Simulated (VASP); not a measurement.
# MnS (rocksalt type) (Fm-3m) in VASP: further runs, part 3 of 3

VASP 6.6.1. Earlier steps stand in the parts before.

**4. Electric field gradients, PBE, collinear spin, ferromagnetic start (17.60 Å³/atom)**

This run uses another cell than the first one, of 17.60 Å³/atom.

The input, INCAR:

```
PREC = Accurate ; ENCUT = 520
EDIFF = 1E-8 ; ISMEAR = -1
SIGMA = 0.08 ; LREAL = False
LASPH = True ; NELM = 150
ALGO = Normal ; ISIF = 2
LWAVE = False ; LCHARG = False
ISPIN = 2 ; MAGMOM = 4 0
LORBIT = 11 ; LMAXMIX = 4
GGA = PE ; LEFG = True
NBANDS = 20
```

The input, KPOINTS:

```
regular mesh
0
Gamma
  16 16 16
```

The input, POSCAR:

```
MnS
1.0
    0.0000000000      2.6009930592      2.6009930592
    2.6009930592      0.0000000000      2.6009930592
    2.6009930592      2.6009930592      0.0000000000
Mn S
1 1
Direct
    0.0000000000      0.0000000000      0.0000000000
    0.5000000000      0.5000000000      0.5000000000
```

Potentials or basis: VASP PAW PBE potentials, release 64 (Mn_pv, S).

Launch:

```sh
cat potpaw_PBE.64/Mn_pv/POTCAR potpaw_PBE.64/S/POTCAR > POTCAR
mpirun -np 1 vasp_std > vasp.out
```

OUTCAR:

```text
PREC = Accurate
   ENCUT = 520
   EDIFF = 1E-8
   ISMEAR = -1
   LREAL = False
   LASPH = True
   NELM = 150
   ISIF = 2
   ISPIN = 2
   LORBIT = 11
   GGA = PE

 ion  position               nearest neighbor table
   1  0.000  0.000  0.000-   2 2.60   2 2.60   2 2.60   2 2.60   2 2.60   2 2.60
   2  0.500  0.500  0.500-   1 2.60   1 2.60   1 2.60   1 2.60   1 2.60   1 2.60

  LATTYP: Found a face centered cubic cell.
 ALAT       =     5.2019861184

  Lattice vectors:

 A1 = (   0.0000000000,   2.6009930592,   2.6009930592)
 A2 = (   2.6009930592,   0.0000000000,   2.6009930592)
 A3 = (   2.6009930592,   2.6009930592,   0.0000000000)

Analysis of symmetry for initial positions (statically):
=====================================================================
 Subroutine PRICEL returns:
 Original cell was already a primitive cell.

 Routine SETGRP: Setting up the symmetry group for a
 face centered cubic supercell.

 Subroutine GETGRP returns: Found 48 space group operations
 (whereof 48 operations were pure point group operations)
 out of a pool of 48 trial point group operations.

The static configuration has the point symmetry O_h .

Analysis of symmetry for dynamics (positions and initial velocities):
=====================================================================
 Subroutine PRICEL returns:
 Original cell was already a primitive cell.

 Routine SETGRP: Setting up the symmetry group for a
 face centered cubic supercell.

 Subroutine GETGRP returns: Found 48 space group operations
 (whereof 48 operations were pure point group operations)
 out of a pool of 48 trial point group operations.

The dynamic configuration has the point symmetry O_h .

Analysis of structural, dynamic, and magnetic symmetry:
=====================================================================
 Subroutine PRICEL returns:
 Original cell was already a primitive cell.

 Routine SETGRP: Setting up the symmetry group for a
 face centered cubic supercell.

 Subroutine GETGRP returns: Found 48 space group operations
 (whereof 48 operations were pure point group operations)
 out of a pool of 48 trial point group operations.

The overall configuration has the point symmetry O_h .

 Subroutine INISYM returns: Found 48 space group operations
 (whereof 48 operations are pure point group operations),
 and found     1 'primitive' translations

----------------------------------------------------------------------------------------

                                     Primitive cell

  volume of cell :      35.1923

  direct lattice vectors                    reciprocal lattice vectors
     0.000000000  2.600993059  2.600993059    -0.192234269  0.192234269  0.192234269
     2.600993059  0.000000000  2.600993059     0.192234269 -0.192234269  0.192234269
     2.600993059  2.600993059  0.000000000     0.192234269  0.192234269 -0.192234269

  length of vectors
     3.678359660  3.678359660  3.678359660     0.332959521  0.332959521  0.332959521

[... 108 lines left out ...]
   IVDW    =     0    specifies the selected vdW correction
   LEPSILON=     F    determine dielectric tensor
   LRPA    =     F    only Hartree local field effects (RPA)
 spin polarized calculation
  energy-cutoff  :      520.00
  volume of cell :       35.19
 maximum number of plane-waves:       962
   NGX = 13   NGY = 13   NGZ = 13

 number of electron      18.9999990 magnetization       4.6708363

 Free energy of the ion-electron system (eV)
  ---------------------------------------------------
  ext. energy  EPLUGINS =         0.00000000
  ---------------------------------------------------
  free energy    TOTEN  =       -14.07701446 eV

  energy without entropy =      -14.05782949  energy(sigma->0) =      -14.06742198

 E-fermi :   6.7128     XC(G=0): -10.6636

 val. band max:        6.7082908123   @ k =   0.3125   0.1875   0.0000
 cond. band min:       6.7139332774   @ k =   0.3750   0.2500   0.0625
 fundamental gap:      0.0056424652
 Fermi energy:         6.7128379413

 spin component 1

 k-point     1 :       0.0000    0.0000    0.0000
  band No.  band energies     occupation
      1     -43.9924      1.00000
      2     -43.9923      1.00000
      3     -43.9923      1.00000
      4      -7.9254      1.00000
      5       3.3158      1.00000
      6       3.3158      1.00000
[... 541 lines left out ...]
     19      18.1900      0.00000
     20      19.5750      0.00000

 [... further k-points ...]

 spin component 2

 k-point     1 :       0.0000    0.0000    0.0000
  band No.  band energies     occupation
      1     -39.4913      1.00000
      2     -39.4913      1.00000
      3     -39.4913      1.00000
      4      -7.6404      1.00000
      5       5.0094      1.00000
      6       5.0094      1.00000
[... 541 lines left out ...]
     19      18.7888      0.00000
     20      21.1532      0.00000

 [... further k-points ...]

------------------------ aborting loop because EDIFF is reached ----------------------------------------

  FORCE on cell =-STRESS in cart. coord.  units (eV):
  Direction    XX          YY          ZZ          XY          YZ          ZX
  --------------------------------------------------------------------------------------
  -------------------------------------------------------------------------------------
  Total       -0.6692748     -0.6692748     -0.6692748     -0.0000000      0.0000000      0.0000000
  in kB      -30.4696499    -30.4696499    -30.4696499     -0.0000000      0.0000000      0.0000000
  external PRESSURE =     -30.4696499 kB  Pullay stress =       0.0000000 kB

 VOLUME and BASIS-vectors are now :
 -----------------------------------------------------------------------------
  energy-cutoff  :      520.00
  volume of cell :       35.19
      direct lattice vectors                 reciprocal lattice vectors
     0.000000000  2.600993059  2.600993059    -0.192234269  0.192234269  0.192234269
     2.600993059  0.000000000  2.600993059     0.192234269 -0.192234269  0.192234269
     2.600993059  2.600993059  0.000000000     0.192234269  0.192234269 -0.192234269

 POSITION                                       TOTAL-FORCE (eV/Angst)
 -----------------------------------------------------------------------------------
      0.00000      0.00000      0.00000        -0.000000      0.000000     -0.000000
      2.60099      2.60099      2.60099         0.000000     -0.000000      0.000000
 -----------------------------------------------------------------------------------
    total drift:                               -0.000000      0.000000      0.000000

  FREE ENERGIE OF THE ION-ELECTRON SYSTEM (eV)
  ---------------------------------------------------
  free  energy   TOTEN  =       -14.0770144649 eV

  energy  without entropy=      -14.0578294865  energy(sigma->0) =      -14.06742198

 Electric field gradients (V/A^2)
---------------------------------------------------------------------
 ion       V_xx      V_yy      V_zz      V_xy      V_xz      V_yz
---------------------------------------------------------------------
   1      -0.000     0.000    -0.000     0.004     0.004     0.004
   2      -0.000     0.000    -0.000    -0.000    -0.000    -0.000
---------------------------------------------------------------------

 Electric field gradients after diagonalization (V/A^2)
 (convention: |V_zz| > |V_xx| > |V_yy|)
----------------------------------------------------------------------
 ion       V_xx      V_yy      V_zz     asymmetry (V_yy - V_xx)/ V_zz
----------------------------------------------------------------------
   1      -0.004    -0.004     0.009       0.000
   2       0.000     0.000    -0.001       0.000
----------------------------------------------------------------------

           NMR quadrupolar parameters

 Cq : quadrupolar parameter    Cq=e*Q*V_zz/h
 eta: asymmetry parameters     (V_yy - V_xx)/ V_zz
 Q  : nuclear electric quadrupole moment in mb (millibarn)
----------------------------------------------------------------------
 ion       Cq(MHz)       eta       Q (mb)
----------------------------------------------------------------------
   1       0.000       0.000       1.000
   2      -0.000       0.000       1.000
----------------------------------------------------------------------

 total charge

# of ion       s       p       d       tot
------------------------------------------
    1        0.215   6.163   4.933  11.311
    2        1.327   2.399   0.000   3.727
--------------------------------------------------
tot          1.543   8.562   4.933  15.037

 magnetization (x)

# of ion       s       p       d       tot
------------------------------------------
    1        0.051   0.038   4.141   4.231
    2        0.026   0.074   0.000   0.100
--------------------------------------------------
tot          0.077   0.112   4.141   4.331
```

OSZICAR:

```text
N       E                     dE             d eps       ncg     rms          rms(c)
DAV:   1     0.155739854460E+03    0.15574E+03   -0.10131E+04 11608   0.984E+02
DAV:   2    -0.706838354585E+01   -0.16281E+03   -0.15316E+03 12168   0.286E+02
DAV:   3    -0.151155943092E+02   -0.80472E+01   -0.79447E+01 13488   0.686E+01
[... 11 lines left out ...]
DAV:  15    -0.140770145241E+02   -0.65144E-06   -0.41641E-07 13076   0.595E-03    0.207E-03
DAV:  16    -0.140770144632E+02    0.60929E-07   -0.61308E-08 12868   0.195E-03    0.117E-03
DAV:  17    -0.140770144362E+02    0.27047E-07   -0.17008E-08 12104   0.930E-04    0.737E-04
DAV:  18    -0.140770144579E+02   -0.21714E-07   -0.11552E-09  6516   0.325E-04    0.134E-04
DAV:  19    -0.140770144649E+02   -0.70522E-08   -0.23197E-10  6200   0.125E-04
   1 F= -.14077014E+02 E0= -.14067422E+02  d E =-.191850E-01  mag=     4.6708
```

stdout:

```text
POSCAR found type information on POSCAR MnS
 POSCAR found :  2 types and       2 ions
 scaLAPACK will be used
 LDA part: xc-table for (Slater+PW92), standard interpolation
 POSCAR, INCAR and KPOINTS ok, starting setup
 FFT: planning ... GRIDC
 FFT: planning ... GRID_SOFT
 FFT: planning ... GRID
 WAVECAR not read
 entering main loop
ion   1

ion   2
```

Wall time 6.8 min (1 thread of Intel Xeon 8259CL, shared host); peak memory 0.28 GiB.

Results:

```
Free energy                                           : -14.0770 eV
Pressure                                              : -3.0 GPa
Net moment                                            : 4.67 μB per cell
Site moments                                          : Mn +4.23; S +0.10 μB
Largest electric field gradient by atom               : under 0.05 V/Å² on every atom
Valence electrons inside the program's atomic spheres : Mn 11.31; S 3.73
```

Caveat: the cell stands under tension; a cell with one magnetic atom can't hold antiferromagnetic order, which such compounds often take; semilocal functionals often make such compounds metallic where correlation or magnetic order opens a gap, which also shifts bond lengths. With open d or f shells a metallic result of PBE can be an artefact of self-interaction; +U or a hybrid may open a gap.

**5. Summary**

| cell | gap on the mesh (eV) | pressure (GPa) | moment (μB) |
| --- | --- | --- | --- |
| a = 3.608 Å, angles 60.0°, 2 atoms | none | 0.0 | 4.51 |
| a = 3.643 Å, angles 60.0°, 2 atoms | none | -1.6 | 4.59 |
| a = 3.678 Å, angles 60.0°, 2 atoms | none | -3.0 | 4.67 |

Alike in all rows: task electric field gradients; level PBE; potentials or basis VASP PAW PBE potentials, release 64 (Mn_pv, S); spin collinear, ferromagnetic start; k mesh 16 × 16 × 16; cutoff (eV) 520; smearing fermi-dirac 0.08 eV.

Caveats: a cell with one magnetic atom can't hold antiferromagnetic order, which such compounds often take; semilocal functionals often make such compounds metallic where correlation or magnetic order opens a gap, which also shifts bond lengths; the cell stands under tension (at least some runs).

Absolute energies hang on the potentials; compare differences alone.
